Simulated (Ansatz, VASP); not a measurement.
## One calculation of Pb, two programs

Contents of INCAR:

```
  ALGO = Normal
  EDIFF = 1E-6
  ENCUT = 520
  GGA = PE
  ISIF = 2
  ISMEAR = 0
  LASPH = T
  LCHARG = T
  LELF = T
  LREAL = F
  LVHAR = T
  LWAVE = F
  NBANDS = 36
  NELM = 100
  PREC = Accurate
  SIGMA = 0.1
```

KPOINTS

```
k-points
0
Gamma
  6 6 2
```

The input POSCAR:

```
Pb
1.0
    3.6020543182     -2.1481342116      0.0000000000
    3.6020543182      2.1481342116      0.0000000000
   -2.0119241649      0.0000000000      9.3260722861
Pb
4
Direct
    0.0504000000      0.0504000000      0.0996000000
    0.9496000000      0.9496000000      0.9004000000
    0.5050000000      0.5050000000      0.6000000000
    0.4950000000      0.4950000000      0.4000000000
```

Input for Ansatz:

```yaml
crystal:
  lattice:
    - [3.6020543182, -2.1481342116, 0.0]
    - [3.6020543182, 2.1481342116, 0.0]
    - [-2.0119241649, 0.0, 9.3260722861]
  atoms:
    - { symbol: Pb, position: [0.0504, 0.0504, 0.0996] }
    - { symbol: Pb, position: [0.9496, 0.9496, 0.9004] }
    - { symbol: Pb, position: [0.505, 0.505, 0.6] }
    - { symbol: Pb, position: [0.495, 0.495, 0.4] }
basis:
  ecutwfc: 420
kpoints:
  mp_grid: { grid: [6, 6, 2] }
hamiltonian:
  xc: pbe
scf:
  occupations: { method: gaussian, width: 0.1 }
  lower_state_search: "off"
output:
  forces: true
  stress: true
  eigenvalues: true
```

Alike in both runs: task single point; functional PBE; k mesh 6 × 6 × 2; occupations gaussian, width 0.1 eV; no spin polarisation.

|  | VASP | Ansatz |
| --- | --- | --- |
| version | VASP 6.6.1 | Ansatz 0.2.0 |
| potentials or method | VASP PAW PBE potentials, release 64 (Pb_d), cutoff 520 eV | scalar-relativistic, plane waves, PAW |
| valence electrons in the cell | 56 | 56 |

VASP gave:

```
gap on the k mesh at the Fermi level (eV) : none
rms of the force components (eV/Å)        : 24.841
```

Problem. Which values does Ansatz return?

Solution. gap on the k mesh at the Fermi level (eV): none; rms of the force components (eV/Å): 25.555.

Atom by atom the forces differ by 0.714 eV/Å (rms over components). A gap of «none» marks a metal or a gap that the smearing closes.

Spin-orbit coupling is off throughout.
